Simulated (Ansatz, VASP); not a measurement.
**Two plane-wave programs on TiAl**

The input INCAR:

```
PREC = Accurate ; ENCUT = 520
EDIFF = 1E-6 ; ISMEAR = 0
SIGMA = 0.15 ; LREAL = F
LASPH = T ; NELM = 80
ALGO = Normal ; ISIF = 2
LWAVE = F ; LCHARG = F
GGA = CA ; NBANDS = 14
```

File KPOINTS:

```
Automatic mesh
0
Gamma
  16 16 16
```

The input POSCAR:

```
TiAl
1.0
    3.1240862282      0.0000000000      0.0000000000
    0.0000000000      3.1240862282      0.0000000000
    0.0000000000      0.0000000000      3.1240862282
Ti Al
1 1
Direct
    0.0000000000      0.0000000000      0.0000000000
    0.5000000000      0.5000000000      0.5000000000
```

Input for Ansatz:

```yaml
crystal:
  lattice:
    - [3.1240862282, 0.0, 0.0]
    - [0.0, 3.1240862282, 0.0]
    - [0.0, 0.0, 3.1240862282]
  atoms:
    - { symbol: Ti, position: [0.0, 0.0, 0.0] }
    - { symbol: Al, position: [0.5, 0.5, 0.5] }
basis:
  ecutwfc: 520.0
kpoints:
  mp_grid: { grid: [16, 16, 16] }
hamiltonian:
  xc: lda
  pseudopotentials: { kind: paw, azcp: { folder: soft_1 } }
scf:
  occupations: { method: gaussian, width: 0.15 }
output:
  forces: true
  stress: true
  eigenvalues: true
  write_density: true
  write_potential: true
  elf: true
  volumetric_format: npy
```

Alike in both runs: task single point; functional LDA; k mesh 16 × 16 × 16; occupations gaussian, width 0.15 eV; no spin polarisation.

|  | VASP | Ansatz |
| --- | --- | --- |
| version | VASP 6.6.1 | Ansatz 0.2.0 |
| potentials or method | VASP PAW LDA potentials, release 64 (Ti_sv, Al), cutoff 520 eV | scalar-relativistic, plane waves, PAW |
| valence electrons in the cell | 15 | 15 |

Ansatz gave:

| Quantity | Value |
| --- | --- |
| gap on the k mesh at the Fermi level (eV) | none |
| pressure (GPa) | 0.1 |

Question: What did VASP give for the same quantities?

Answer: gap on the k mesh at the Fermi level (eV): none; pressure (GPa): 0.3.

Ansatz warns that its potentials were made for another functional, while VASP's fit it. LDA's correlation is that of Perdew and Zunger in VASP and of Perdew and Wang (1992) in Ansatz. A gap of «none» marks a metal or a gap that the smearing closes.
